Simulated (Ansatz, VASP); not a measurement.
# One calculation of As, two programs

Contents of INCAR:

```
PREC = Accurate
ENCUT = 520
EDIFF = 1E-6
ISMEAR = 0
SIGMA = 0.02
LREAL = False
LASPH = True
NELM = 80
ALGO = Normal
ISIF = 2
LWAVE = False
LCHARG = False
LDIPOL = True
IDIPOL = 3
DIPOL = 0.5 0.5 0.500
GGA = PE
IVDW = 12
NBANDS = 12
```

KPOINTS

```
Automatic mesh
0
Gamma
  9 9 1
```

POSCAR

```
As
1.0
    3.6350000000      0.0000000000      0.0000000000
   -1.8175000000      3.1480023428      0.0000000000
    0.0000000000      0.0000000000     28.5742413766
As
2
Direct
    0.3333333333      0.6666666667      0.4842865470
    0.6666666667      0.3333333333      0.5157134530
```

Input for Ansatz:

```yaml
crystal:
  lattice:
    - [3.635, 0.0, 0.0]
    - [-1.8175, 3.1480023428, 0.0]
    - [0.0, 0.0, 28.5742413766]
  atoms:
    - { symbol: As, position: [0.3333333333, 0.6666666667, 0.484286547] }
    - { symbol: As, position: [0.6666666667, 0.3333333333, 0.515713453] }
  periodic: [true, true, false]
basis:
  ecutwfc: 420
kpoints:
  mp_grid: { grid: [9, 9, 1] }
hamiltonian:
  xc: pbe
  dispersion: d3bj
scf:
  occupations: { method: gaussian, width: 0.02 }
output:
  forces: true
  stress: true
  eigenvalues: true
```

Alike in both runs: task single point; functional PBE; dispersion D3(BJ); k mesh 9 × 9 × 1; occupations gaussian, width 0.02 eV; no spin polarisation.

```csv
,VASP,Ansatz
version,VASP 6.6.1,Ansatz 0.2.0
potentials or method,"VASP PAW PBE potentials, release 64 (As), cutoff 520 eV","scalar-relativistic, plane waves, PAW"
valence electrons in the cell,10,30
```

|  | VASP | Ansatz | Ansatz less VASP |
| --- | --- | --- | --- |
| gap on the k mesh at the Fermi level (eV) | none | none | - |
| rms of the force components (eV/Å) | 2.802 | 2.744 | -0.0581 |

Atom by atom the forces differ by 0.058 eV/Å (rms over components). A gap of «none» marks a metal or a gap that the smearing closes. VASP's potentials hold 10 valence electrons a cell and Ansatz's 30, so a difference there can come from the potentials and not from the codes.
